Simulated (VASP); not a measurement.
A run of VASP 6.6.1:

File INCAR:

```
SYSTEM = AlGa3O6
PREC = Accurate
ENCUT = 600
EDIFF = 1E-7
ISMEAR = 0
SIGMA = 0.02
LREAL = .False.
LASPH = .True.
NELM = 100
ALGO = Normal
ISIF = 3
LWAVE = .False.
LCHARG = .False.
GGA = PS
IBRION = 2
NSW = 100
EDIFFG = -0.005
```

Contents of KPOINTS:

```
regular mesh
0
Gamma
  6 6 6
  0 0 0
```

The input POSCAR:

```
AlGa3O6
1.0
    2.4728778497      1.4277166922      4.4448979646
   -2.4728778497      1.4277166922      4.4448979646
    0.0000000000     -2.8554333844      4.4448979646
Al Ga O
1 3 6
Direct
    0.3505769009      0.3505769009      0.3505769009
    0.1409985106      0.1409985106      0.1409985106
    0.6451681978      0.6451681978      0.6451681978
    0.8557436848      0.8557436848      0.8557436848
    0.5526420879      0.9564134985      0.2487502496
    0.2487502496      0.5526420879      0.9564134985
    0.9564134985      0.2487502496      0.5526420879
    0.4477162031      0.0660296827      0.7359609840
    0.7359609840      0.4477162031      0.0660296827
    0.0660296827      0.7359609840      0.4477162031
```

Potentials or basis: VASP PAW PBE potentials, release 64 (Al, Ga_d, O).

Run with:

```bash
$ cat potpaw_PBE.64/Al/POTCAR potpaw_PBE.64/Ga_d/POTCAR potpaw_PBE.64/O/POTCAR > POTCAR
$ mpirun -np 1 vasp_std > vasp.out
```

Hardware: 1 thread of Intel(R) Xeon(R) Platinum 8488C (Sapphire Rapids), on a shared host.

Question: How long does it take, and how much memory?

Answer: It took 18 min on 1 thread of Intel(R) Xeon(R) Platinum 8488C (Sapphire Rapids) (shared host), peak memory 0.38 GiB. Counts: scf iterations 59, k points 40, ion steps 9.
